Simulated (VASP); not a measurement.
Here is a VASP 6.6.1 calculation.

Contents of INCAR:

```
SYSTEM = CdS
ALGO = Normal
EDIFF = 1E-6
ENCUT = 520
GGA = PE
GGA_COMPAT = .FALSE.
ISIF = 2
ISMEAR = -1
LASPH = .TRUE.
LCHARG = .FALSE.
LNONCOLLINEAR = .TRUE.
LORBIT = 11
LORBMOM = .TRUE.
LREAL = .FALSE.
LSORBIT = .TRUE.
LWAVE = .FALSE.
MAGMOM = 0 0 0 0 0 0
NBANDS = 30
NELM = 150
PREC = Accurate
SIGMA = 0.05
```

File KPOINTS:

```
k-points
0
G
  8 8 8
  0 0 0
```

File POSCAR:

```
CdS
1.0
    0.0000000000      2.8569628861      2.8569628861
    2.8569628861      0.0000000000      2.8569628861
    2.8569628861      2.8569628861      0.0000000000
Cd S
1 1
Direct
    0.0000000000      0.0000000000      0.0000000000
    0.7500000000      0.7500000000      0.7500000000
```

Potentials or basis: VASP PAW PBE potentials, release 64 (Cd, S).

Launch:

```sh
$ cat potpaw_PBE.64/Cd/POTCAR potpaw_PBE.64/S/POTCAR > POTCAR
$ mpirun -np 1 vasp_ncl > vasp.out
```

Question: What does it give for the net moment?

Answer: 0.00 μB per cell.

Question: Estimate the pressure.

Answer: 7.9 GPa.

Moments on the atoms (μB; x, y, z):
```
Cd  0.00 0.00 0.00
S   0.00 0.00 0.00
```
